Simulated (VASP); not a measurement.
Al4AsN3, 8 atoms in the cell. It takes space group P3m1 (No. 156, trigonal). The conventional cell has a = 3.294 Å, b = 3.294 Å, c = 10.943 Å, α = 90.00°, β = 90.00°, γ = 120.00°. Within 2.5 Å of N (site symmetry 3m) lie 4 Al at 1.90 to 1.97 Å. Within 2.5 Å of N (site symmetry 3m) lie 4 Al at 1.90 to 1.97 Å. N (site symmetry 3m) has 4 Al at 1.90 to 1.97 Å within 2.5 Å. Within 3.0 Å of As (site symmetry 3m) lie 4 Al at 2.28 to 2.45 Å. Within 2.5 Å of Al (site symmetry 3m) lie 4 N at 1.90 to 1.97 Å. Within 2.5 Å of Al (site symmetry 3m) lie 1 N at 1.90 Å and 3 As at 2.28 Å. Within 2.5 Å of Al (site symmetry 3m) lie 4 N at 1.90 to 1.97 Å. Al (site symmetry 3m) has 3 N at 1.97 Å and 1 As at 2.45 Å within 2.6 Å. 

- Program: VASP 6.6.1
- Task: single point
- Functional: PBE
- Potentials or basis: VASP PAW PBE potentials, release 64 (N, As, Al)
- Cutoff: 520 eV
- k mesh: 12 × 12 × 2
- Occupations: fermi-dirac, width 0.02 eV
- Spin: no spin polarisation
- Dipole correction: no
- Further INCAR settings: ALGO = Normal; EDIFF = 1e-06; NBANDS = 26

Potentials or basis: VASP PAW PBE potentials, release 64 (N, As, Al).

Command:

```sh
$ cat potpaw_PBE.64/N/POTCAR potpaw_PBE.64/As/POTCAR potpaw_PBE.64/Al/POTCAR > POTCAR
$ mpirun -np 1 vasp_std > vasp.out
```

Hardware: 1 thread of Intel(R) Xeon(R) 6975P-C (Granite Rapids) (shared host).

Question: How long does it take, and how much memory?

Answer: It took 42 s on 1 thread of Intel(R) Xeon(R) 6975P-C (Granite Rapids), on a shared host, peak memory 0.25 GiB. Counts: scf iterations 15, k points 38.
